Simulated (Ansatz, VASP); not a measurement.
**Ta: VASP beside Ansatz**

```
Ta
1.0
     4.84931    0.00000    0.00000
    -2.42466    4.19963    0.00000
     0.00000    0.00000    2.71223
Ta
3
Cartesian
  4.8493 0.0000 0.0000
  0.0000 2.7998 1.3561
  2.4247 1.3999 1.3561
```

Alike in both runs: functional r2SCAN; k mesh 8 × 8 × 11; occupations fermi-dirac, width 0.1 eV; no spin polarisation.

Ansatz relaxed the structure, and its values are those at the end. VASP's run is a single point on that final structure, the one shown.

```csv
,VASP,Ansatz
version,VASP 6.6.1,Ansatz 0.2.0
potentials or method,"VASP PAW PBE potentials, release 64 (Ta_pv), cutoff 520 eV","plane waves (500 eV) with PAW, scalar-relativistic"
valence electrons in the cell,33,39
```

```csv
,VASP,Ansatz,Ansatz less VASP
pressure (GPa),0.7,0.0,-0.66
```

VASP's potentials were made for PBE, not for r2SCAN. VASP's potentials hold 33 valence electrons a cell and Ansatz's 39, so a difference there can come from the potentials and not from the codes.

Spin-orbit coupling is off throughout.
